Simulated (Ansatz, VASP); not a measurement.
**Pt in VASP and in Ansatz**

```
CELL_PARAMETERS angstrom
4.47341 0.00000 0.00000
-2.23670 3.87409 0.00000
0.00000 0.00000 2.66677
ATOMIC_POSITIONS crystal
Pt 0.00000 0.00000 0.00000
Pt 0.33333 0.66667 0.50000
Pt 0.66667 0.33333 0.50000
```

Alike in both runs: task single point; functional PBEsol; k mesh 9 × 9 × 13; occupations fermi-dirac, width 0.1 eV; no spin polarisation.

|  | VASP | Ansatz |
| --- | --- | --- |
| version | VASP 6.6.1 | Ansatz 0.2.0 |
| potentials or method | VASP PAW PBE potentials, release 64 (Pt), cutoff 520 eV | plane waves (420 eV) with PAW, scalar-relativistic |
| valence electrons in the cell | 30 | 54 |

Ansatz gave:

- pressure (GPa): 0.1
- traceless stress, the component that is largest in VASP (GPa): 0.76

Task: Estimate VASP's values.

Result: Pressure (GPa): -0.4; traceless stress, the component that is largest in VASP (GPa): 0.77.

VASP's potentials were made for PBE, not for PBEsol, and Ansatz warns of the same on its side. VASP's potentials hold 30 valence electrons a cell and Ansatz's 54, so a difference there can come from the potentials and not from the codes.

Neither program's run includes spin-orbit coupling.
